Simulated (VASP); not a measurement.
Input of a VASP 6.6.1 run:

Contents of INCAR:

```
PREC = Accurate
ENCUT = 520
EDIFF = 1E-6
ISMEAR = 0
SIGMA = 0.01
LREAL = F
LASPH = T
NELM = 100
ALGO = Normal
ISIF = 2
LWAVE = F
LCHARG = F
NBANDS = 11
```

File KPOINTS:

```
regular mesh
0
Gamma
  12 12 12
```

File POSCAR:

```
C
1.0
    0.0000000000      1.7658687228      1.7658687228
    1.7658687228      0.0000000000      1.7658687228
    1.7658687228      1.7658687228      0.0000000000
C
2
Direct
    0.5000000000      0.5000000000      0.5000000000
    0.7500000000      0.7500000000      0.7500000000
```

Potentials or basis: VASP PAW LDA potentials, release 64 (C).

Command:

```sh
$ cat potpaw_LDA.64/C/POTCAR > POTCAR
$ mpirun -np 1 vasp_std > vasp.out
```

What does it give for the pressure?

1.6 GPa.

What does it give for the band gap on the k mesh?

4.20 eV (least direct gap 5.63 eV).

A k mesh can miss the band edges.
